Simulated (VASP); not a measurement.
In2BiSb:

```xyz
4
Lattice="4.7129 0.0000 0.0000 0.0000 4.7129 0.0000 0.0000 0.0000 6.6420" Properties=species:S:1:pos:R:3 pbc="T T T"
Sb    0.0000    0.0000    0.0000
In    0.0000    2.3565    5.0254
In    2.3565    0.0000    1.6166
Bi    2.3565    2.3565    3.3210
```

Base run:

| Quantity | Value |
| --- | --- |
| Program | VASP 6.6.1 |
| Functional | r2SCAN |
| Potentials or basis | VASP PAW PBE potentials, release 64 (Sb, In_d, Bi_d) |
| Cutoff | 520 eV |
| k mesh | 6 × 6 × 4 |
| Occupations | fermi-dirac, width 0.02 eV |
| Spin | no spin polarisation |

Its results: band gap on the k mesh zero (filled and empty bands touch); pressure 0.0 GPa.

Problem. The run is repeated on the same cell with these changes: functional from r2SCAN to PBE; further incar settings from ALGO = Normal; EDIFF = 1e-07; NBANDS = 31 to ALGO = Normal; EDIFF = 1e-06; NBANDS = 31. What comes out?

Solution. Band gap on the k mesh zero (bands 23 and 24 overlap by 0.03 eV); pressure 1.4 GPa.

Caveats: spin-orbit coupling is left out, which moves the levels of the heavy elements; the PAW data sets were made with another functional, which shifts forces and pressure a little (at least some runs).
